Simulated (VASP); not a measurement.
# Cl (Cmce) in VASP: further runs

Cl is run at these levels: PBEsol; tasks: single point, relaxation of cell and atoms.

Program: VASP 6.6.1. These are calculated values, not measurements. Logs are shortened: lines on timing, memory, paths and dates and some standing lists are left out, and cuts for length are marked.

**1. The cell of the first run**

Symmetry: Cmce, No. 64, orthorhombic system. Conventional cell: a = 6.952 Å, b = 3.879 Å, c = 8.010 Å, α = 90.00°, β = 90.00°, γ = 90.00°. Within 2.7 Å of Cl (site symmetry m) lie 1 Cl at 2.03 Å.

**2. Single point, PBEsol**

Contents of INCAR:

```
SYSTEM = Cl
  ALGO = Normal
  EDIFF = 1E-6
  ENCUT = 520
  GGA = PS
  ISIF = 2
  ISMEAR = -1
  LASPH = .TRUE.
  LCHARG = .FALSE.
  LREAL = .FALSE.
  LWAVE = .FALSE.
  NBANDS = 22
  NELM = 60
  PREC = Accurate
  SIGMA = 0.02
```

Contents of KPOINTS:

```
k-points
0
G
  6 6 3
  0 0 0
```

Contents of POSCAR:

```
Cl
1.0
    3.4761707074     -1.9393336813      0.0000000000
    3.4761707074      1.9393336813      0.0000000000
    0.0000000000      0.0000000000      8.0101284442
Cl
4
Direct
    0.8732971718      0.1267028282      0.1111109402
    0.6267028282      0.3732971718      0.6111109402
    0.1267028282      0.8732971718      0.8888890598
    0.3732971718      0.6267028282      0.3888890598
```

Potentials or basis: VASP PAW PBE potentials, release 64 (Cl).

On the command line:

```sh
> cat potpaw_PBE.64/Cl/POTCAR > POTCAR
> mpirun -np 1 vasp_std > vasp.out
```

OUTCAR:

```text
SYSTEM = Cl
   EDIFF = 1E-6
   ENCUT = 520
   GGA = PS
   ISIF = 2
   ISMEAR = -1
   LASPH = .TRUE.
   LREAL = .FALSE.
   NELM = 60
   PREC = Accurate

 ion  position               nearest neighbor table
   1  0.873  0.127  0.111-   3 2.03
   2  0.627  0.373  0.611-   4 2.03
   3  0.127  0.873  0.889-   1 2.03
   4  0.373  0.627  0.389-   2 2.03

  LATTYP: Found a base centered orthorhombic cell.
 ALAT       =     3.8786673626
 B/A-ratio  =     1.7924562137
 C/A-ratio  =     2.0651754057

  Lattice vectors:

 A1 = (  -3.4761707074,  -1.9393336813,   0.0000000000)
 A2 = (   3.4761707074,  -1.9393336813,   0.0000000000)
 A3 = (   0.0000000000,   0.0000000000,   8.0101284442)

Analysis of symmetry for initial positions (statically):
=====================================================================
 Subroutine PRICEL returns:
 Original cell was already a primitive cell.

 Routine SETGRP: Setting up the symmetry group for a
 base centered orthorhombic supercell.

 Subroutine GETGRP returns: Found  8 space group operations
 (whereof  4 operations were pure point group operations)
 out of a pool of  8 trial point group operations.

The static configuration has the point symmetry C_2h.
 The point group associated with its full space group is D_2h.

Analysis of symmetry for dynamics (positions and initial velocities):
=====================================================================
 Subroutine PRICEL returns:
 Original cell was already a primitive cell.

 Routine SETGRP: Setting up the symmetry group for a
 base centered orthorhombic supercell.

 Subroutine GETGRP returns: Found  8 space group operations
 (whereof  4 operations were pure point group operations)
 out of a pool of  8 trial point group operations.

The dynamic configuration has the point symmetry C_2h.
 The point group associated with its full space group is D_2h.

 Subroutine INISYM returns: Found  8 space group operations
 (whereof  4 operations are pure point group operations),
 and found     1 'primitive' translations

----------------------------------------------------------------------------------------

                                     Primitive cell

  volume of cell :     107.9998

  direct lattice vectors                    reciprocal lattice vectors
     3.476170707 -1.939333681  0.000000000     0.143836434 -0.257820511  0.000000000
     3.476170707  1.939333681  0.000000000     0.143836434  0.257820511  0.000000000
     0.000000000  0.000000000  8.010128444     0.000000000  0.000000000  0.124841943

  length of vectors
     3.980549951  3.980549951  8.010128444     0.295229293  0.295229293  0.124841943

  position of ions in fractional coordinates (direct lattice)
     0.873297172  0.126702828  0.111110940
     0.626702828  0.373297172  0.611110940
     0.126702828  0.873297172  0.888889060
     0.373297172  0.626702828  0.388889060

  ion indices of the primitive-cell ions
   primitive index   ion index
                 1           1
                 2           2
                 3           3
                 4           4

----------------------------------------------------------------------------------------

 KPOINTS: k-points

Automatic generation of k-mesh.
 Grid dimensions read from file:
 generate k-points for:    6    6    3

 Generating k-lattice:

  Cartesian coordinates                     Fractional coordinates (reciprocal lattice)
     0.023972739 -0.042970085  0.000000000     0.166666667  0.000000000  0.000000000
     0.023972739  0.042970085  0.000000000     0.000000000  0.166666667  0.000000000
     0.000000000  0.000000000  0.041613981     0.000000000  0.000000000  0.333333333

  Length of vectors
     0.049204882  0.049204882  0.041613981

  Shift w.r.t. Gamma in fractional coordinates (k-lattice)
     0.000000000  0.000000000  0.000000000

 Subroutine IBZKPT returns following result:
 ===========================================

 Found     26 irreducible k-points:

 Following reciprocal coordinates:
            Coordinates               Weight
  0.000000  0.000000  0.000000      1.000000
  0.166667  0.000000  0.000000      4.000000
  0.333333  0.000000  0.000000      4.000000
  0.500000  0.000000  0.000000      2.000000
  0.166667  0.166667  0.000000      2.000000
  0.333333  0.166667  0.000000      4.000000
[... 16 lines left out ...]
  0.333333  0.333333  0.333333      4.000000
  0.500000  0.333333  0.333333      8.000000
 [... further k-points ...]
   k-points           NKPTS =     26   k-points in BZ     NKDIM =     26   number of bands    NBANDS=     22
   number of dos      NEDOS =    301   number of ions     NIONS =      4
   total plane-waves  NPLWV =  54000
   dimension x,y,z NGX =    30 NGY =   30 NGZ =   60
   dimension x,y,z NGXF=    60 NGYF=   60 NGZF=  120
   ions per type =               4
   NGX,Y,Z   is equivalent  to a cutoff of  12.53, 12.53, 12.45 a.u.
   NGXF,Y,Z  is equivalent  to a cutoff of  25.06, 25.06, 24.91 a.u.
 SYSTEM =  Cl
   PREC   = accura    normal or accurate (medium, high low for compatibility)
   ISTART =      0    job   : 0-new  1-cont  2-samecut
   ICHARG =      2    charge: 1-file 2-atom 10-const
   ISPIN  =      1    spin polarized calculation?
   LNONCOLLINEAR =      F non collinear calculations
   LSORBIT =      F    spin-orbit coupling
   LASPH  =      T    aspherical Exc in radial PAW
   ENCUT  =  520.0 eV  38.22 Ry    6.18 a.u.   7.40  7.40 14.89*2*pi/ulx,y,z
   NELM   =     60;   NELMIN=  2; NELMDL= -5     # of ELM steps
   EDIFF  = 0.1E-05   stopping-criterion for ELM
   LREAL  =      F    real-space projection
[... 7 lines left out ...]
   TEBEG  =    0.0;   TEEND  =   0.0 temperature during run
   PSTRESS=    0.0 pullay stress
   NELECT =      28.0000    total number of electrons
   NUPDOWN=      -1.0000    fix difference up-down
   EMIN   =  10.00;   EMAX   =-10.00  energy-range for DOS
   EFERMI =   0.00;   METHOD = LEGACY
   ISMEAR =    -1;   SIGMA  =   0.02  broadening in eV -4-tet -1-fermi 0-gaus
   EFERMI_NEDOS =   21; number of points for ismear=-14 and -15
   IALGO  =     38    algorithm
   IMIX   =      4    mixing-type and parameters
     AMIX     =   0.40;   BMIX     =  1.00
     AMIX_MAG =   1.60;   BMIX_MAG =  1.00
  volume/ion in A,a.u.               =      27.00       182.20
  Fermi-wavevector in a.u.,A,eV,Ry     =   1.043886  1.972659 14.826246  1.089698
  Thomas-Fermi vector in A             =   2.178615
   LORBIT       =      0    0 simple, 1 ext, 2 COOP (PROOUT), +10 PAW based schemes
   GGA     = PS    functional components
   LHFCALC =     F    Hartree Fock is set to
   AEXX    =    0.0000 exact exchange contribution
   IVDW    =     0    specifies the selected vdW correction
   LEPSILON=     F    determine dielectric tensor
   LRPA    =     F    only Hartree local field effects (RPA)
 non-spin polarized calculation
  energy-cutoff  :      520.00
  volume of cell :      108.00
 maximum number of plane-waves:      2928
 NGX is ok and might be reduce to    30
   NGX = 15   NGY = 15   NGZ = 29

 number of electron      27.9999995 magnetization

 Free energy of the ion-electron system (eV)
  ---------------------------------------------------
  ext. energy  EPLUGINS =         0.00000000
  ---------------------------------------------------
  free energy    TOTEN  =        -8.05893877 eV

  energy without entropy =       -8.05893877  energy(sigma->0) =       -8.05893877

 E-fermi :   0.5015     XC(G=0):  -8.2249

 val. band max:        0.0828230432   @ k =   0.0000   0.0000   0.0000
 cond. band min:       2.1490121127   @ k =   0.0000   0.0000   0.0000
 fundamental gap:      2.0661890695
 Fermi energy:         0.5015166167

 k-point     1 :       0.0000    0.0000    0.0000
  band No.  band energies     occupation
      1     -16.8076      2.00000
      2     -16.3480      2.00000
      3     -13.1959      2.00000
      4     -11.9686      2.00000
      5      -5.8991      2.00000
      6      -4.2082      2.00000
[... 14 lines left out ...]
     21      10.9655      0.00000
     22      11.0456      0.00000

 k-point     2 :       0.1667    0.0000    0.0000
  band No.  band energies     occupation
      1     -16.7284      2.00000
      2     -16.3235      2.00000
      3     -13.1170      2.00000
      4     -12.0633      2.00000
      5      -5.8834      2.00000
      6      -4.4258      2.00000
[... 14 lines left out ...]
     21      10.0851      0.00000
     22      10.8167      0.00000

 k-point     3 :       0.3333    0.0000    0.0000
  band No.  band energies     occupation
      1     -16.5393      2.00000
      2     -16.2968      2.00000
      3     -12.9076      2.00000
      4     -12.3119      2.00000
      5      -5.8276      2.00000
      6      -5.0330      2.00000
[... 14 lines left out ...]
     21      10.6190      0.00000
     22      10.9229      0.00000

 k-point     4 :       0.5000    0.0000    0.0000
  band No.  band energies     occupation
      1     -16.3618      2.00000
      2     -16.3618      2.00000
      3     -12.6214      2.00000
      4     -12.6214      2.00000
      5      -5.5883      2.00000
      6      -5.5883      2.00000
[... 14 lines left out ...]
     21      11.5249      0.00000
     22      11.5249      0.00000

 k-point     5 :       0.1667    0.1667    0.0000
  band No.  band energies     occupation
      1     -16.7703      2.00000
      2     -16.3205      2.00000
      3     -13.1571      2.00000
      4     -11.9610      2.00000
      5      -5.8648      2.00000
      6      -4.2303      2.00000
[... 417 lines left out ...]
 k-point    22 :      -0.1667    0.1667    0.3333
  band No.  band energies     occupation
      1     -16.5044      2.00000
      2     -16.3774      2.00000
      3     -12.7795      2.00000
      4     -12.4658      2.00000
      5      -5.5877      2.00000
      6      -5.0989      2.00000
[... 14 lines left out ...]
     21      10.4149      0.00000
     22      10.4801      0.00000

 k-point    23 :       0.3333    0.3333    0.3333
  band No.  band energies     occupation
      1     -16.6014      2.00000
      2     -16.3895      2.00000
      3     -12.7977      2.00000
      4     -12.2378      2.00000
      5      -5.4422      2.00000
      6      -4.7200      2.00000
[... 14 lines left out ...]
     21       9.9452      0.00000
     22      10.3831      0.00000

 k-point    24 :       0.5000    0.3333    0.3333
  band No.  band energies     occupation
      1     -16.5277      2.00000
      2     -16.3462      2.00000
      3     -12.7570      2.00000
      4     -12.2913      2.00000
      5      -5.4687      2.00000
      6      -4.8623      2.00000
[... 14 lines left out ...]
     21      10.3810      0.00000
     22      10.4980      0.00000

 [... further k-points ...]

------------------------ aborting loop because EDIFF is reached ----------------------------------------

  FORCE on cell =-STRESS in cart. coord.  units (eV):
  Direction    XX          YY          ZZ          XY          YZ          ZX
  --------------------------------------------------------------------------------------
  -------------------------------------------------------------------------------------
  Total       -0.0503362     -0.1285369     -0.4186787      0.0000000      0.0000000      0.0000000
  in kB       -0.7467374     -1.9068448     -6.2110978      0.0000000      0.0000000      0.0000000
  external PRESSURE =      -2.9548933 kB  Pullay stress =       0.0000000 kB

 VOLUME and BASIS-vectors are now :
 -----------------------------------------------------------------------------
  energy-cutoff  :      520.00
  volume of cell :      108.00
      direct lattice vectors                 reciprocal lattice vectors
     3.476170707 -1.939333681  0.000000000     0.143836434 -0.257820511  0.000000000
     3.476170707  1.939333681  0.000000000     0.143836434  0.257820511  0.000000000
     0.000000000  0.000000000  8.010128444     0.000000000  0.000000000  0.124841943

 POSITION                                       TOTAL-FORCE (eV/Angst)
 -----------------------------------------------------------------------------------
      3.47617     -1.44790      0.89001         0.000000     -0.068862     -0.125706
      3.47617     -0.49144      4.89508         0.000000      0.068862     -0.125706
      3.47617      1.44790      7.12012         0.000000      0.068862      0.125706
      3.47617      0.49144      3.11505         0.000000     -0.068862      0.125706
 -----------------------------------------------------------------------------------
    total drift:                                0.000000      0.000000      0.000000

  FREE ENERGIE OF THE ION-ELECTRON SYSTEM (eV)
  ---------------------------------------------------
  free  energy   TOTEN  =        -8.0589387706 eV

  energy  without entropy=       -8.0589387706  energy(sigma->0) =       -8.05893877
```

Run time: 70 s. Hardware: 1 thread of AMD EPYC 7R13, shared host; peak memory 0.19 GiB.

What came out:

```yaml
Free_energy: -8.0589 eV
Pressure: -0.3 GPa
Largest_force: 0.143 eV/Å
Band_gap_on_the_k_mesh: 2.07 eV, direct
```

Forces on the atoms (eV/Å):
```
Cl   0.000 -0.069 -0.126
Cl   0.000  0.069 -0.126
Cl   0.000  0.069  0.126
Cl   0.000 -0.069  0.126
```

Levels at points of the mesh, in eV from the valence-band top:
```
           k point  band 10  band 11  band 12  band 13  band 14  band 15  band 16  band 17  band 18  band 19
(0.00, 0.00, 0.00)    -2.39    -1.20    -0.49    -0.47     0.00     2.07     3.06     6.35     6.88     8.14
(0.50, 0.00, 0.00)    -2.82    -1.10    -1.10    -0.56    -0.56     2.96     2.96     7.64     7.64     9.93
(0.50, 0.50, 0.00)    -2.59    -1.63    -1.31    -0.51    -0.20     2.11     2.95     8.06     8.21     8.81
```

Caveat: the PAW data sets were made with another functional, which shifts forces and pressure a little.

**3. Relaxation of cell and atoms, PBEsol**

This run uses another cell than the first one, of 29.05 Å³/atom, 1.076 times its volume.

Contents of INCAR:

```
ALGO = Normal ; EDIFF = 1E-6
EDIFFG = -0.01 ; ENCUT = 600
GGA = PS ; IBRION = 2
ISIF = 3 ; ISMEAR = -1
LASPH = T ; LCHARG = F
LREAL = F ; LWAVE = F
NELM = 100 ; NSW = 60
PREC = Accurate ; SIGMA = 0.02
```

Contents of KPOINTS:

```
k-points
0
Gamma
  6 6 3
```

Contents of POSCAR:

```
Cl
1.0
    3.1450000000     -2.2500000000      0.0000000000
    3.1450000000      2.2500000000      0.0000000000
    0.0000000000      0.0000000000      8.2100000000
Cl
4
Direct
    0.8700000000      0.1300000000      0.1000000000
    0.6300000000      0.3700000000      0.6000000000
    0.1300000000      0.8700000000      0.9000000000
    0.3700000000      0.6300000000      0.4000000000
```

Potentials or basis: VASP PAW PBE potentials, release 64 (Cl).

On the command line:

```sh
> cat potpaw_PBE.64/Cl/POTCAR > POTCAR
> mpirun -np 1 vasp_std > vasp.out
```

Run time: 25 min. Hardware: 1 thread of AMD EPYC 7R13, shared host; peak memory 0.24 GiB.

It converged, with:

| Item | Value |
| --- | --- |
| Free energy | -8.0616 eV |
| Relaxed volume | 26.76 Å³/atom |
| Relaxed cell | a = 3.933 Å, b = 3.933 Å, c = 7.979 Å, α = 90.00°, β = 90.00°, γ = 60.11° |
| Space group after relaxing (to 0.05 Å) | Cmce (No. 64) |
| Energy gained by relaxing | 23.5 meV/atom |
| Ionic steps | 38 |
| Pressure after relaxing | 0.0 GPa |
| Largest force after relaxing | 0.008 eV/Å |
| Band gap on the k mesh | 2.19 eV, direct |

Forces on the atoms (eV/Å):
```
Cl   0.000 -0.008 -0.001
Cl   0.000  0.008 -0.001
Cl   0.000  0.008  0.001
Cl   0.000 -0.008  0.001
```

The path:
```
step  energy change (eV)  largest force (eV/Å)  pressure (GPa)  volume (Å³)
   1              0.0000                0.3076           -1.12       116.19
   2              0.0111                0.8585            1.23       112.81
   3             -0.0134                0.1852           -0.18       114.72
   4             -0.0208                0.1799           -0.18       113.85
   5             -0.0419                0.1653           -0.13       111.25
   6             -0.0703                0.1596            0.27       106.10
   7              0.0576                0.3969            3.24        95.98
   8             -0.0686                0.2787            0.62       105.34
   9             -0.0744                0.0610            0.16       105.18
  10             -0.0750                0.0382           -0.03       105.11
  11             -0.0756                0.0423           -0.02       105.06
  12             -0.0773                0.0479           -0.02       104.91
  13             -0.0801                0.0623            0.01       104.59
  14             -0.0831                0.0944            0.11       103.92
  15             -0.0859                0.0343            0.32       104.19
  16             -0.0867                0.1088            0.50       104.40
  17             -0.0876                0.0989            0.45       104.61
  18             -0.0899                0.0700            0.30       105.23
  19             -0.0917                0.0379            0.01       106.46
  20             -0.0918                0.0386            0.00       106.52
  21             -0.0919                0.0369           -0.01       106.54
  22             -0.0921                0.0335           -0.04       106.58
  23             -0.0925                0.0438           -0.09       106.67
  24             -0.0928                0.0908           -0.20       106.84
  25             -0.0928                0.0889           -0.20       106.84
  26             -0.0930                0.0842           -0.18       106.83
  27             -0.0932                0.0750           -0.14       106.82
  28             -0.0935                0.0577           -0.07       106.79
  29             -0.0934                0.0328            0.07       106.73
  30             -0.0936                0.0451           -0.02       106.76
  31             -0.0936                0.0385            0.00       106.76
  32             -0.0937                0.0134            0.05       106.75
  33             -0.0938                0.0047            0.07       106.74
  34             -0.0938                0.0050            0.05       106.79
  35             -0.0939                0.0125            0.01       106.93
  36             -0.0938                0.0314           -0.08       107.22
  37             -0.0939                0.0165           -0.02       107.01
  38             -0.0939                0.0077            0.00       107.03
```

Final structure:
```
Cl
1.0
     3.40455   -1.96987    0.00000
     3.40455    1.96987    0.00000
     0.00000    0.00000    7.97948
Cl
4
Direct
  0.87333 0.12667 0.11011
  0.62667 0.37333 0.61011
  0.12667 0.87333 0.88989
  0.37333 0.62667 0.38989
```

Levels at points of the mesh, in eV from the valence-band top:
| k point | band 11 | band 12 | band 13 | band 14 | band 15 | band 16 | band 17 | band 18 |
| --- | --- | --- | --- | --- | --- | --- | --- | --- |
| (0.00, 0.00, 0.00) | -1.16 | -0.46 | -0.39 | 0.00 | 2.19 | 3.11 | 6.44 | 6.90 |
| (0.50, 0.00, 0.00) | -1.02 | -1.02 | -0.50 | -0.50 | 3.02 | 3.02 | 7.66 | 7.66 |
| (0.50, 0.50, 0.00) | -1.60 | -1.30 | -0.49 | -0.17 | 2.24 | 2.97 | 8.08 | 8.20 |

Caveat: the PAW data sets were made with another functional, which shifts forces and pressure a little.
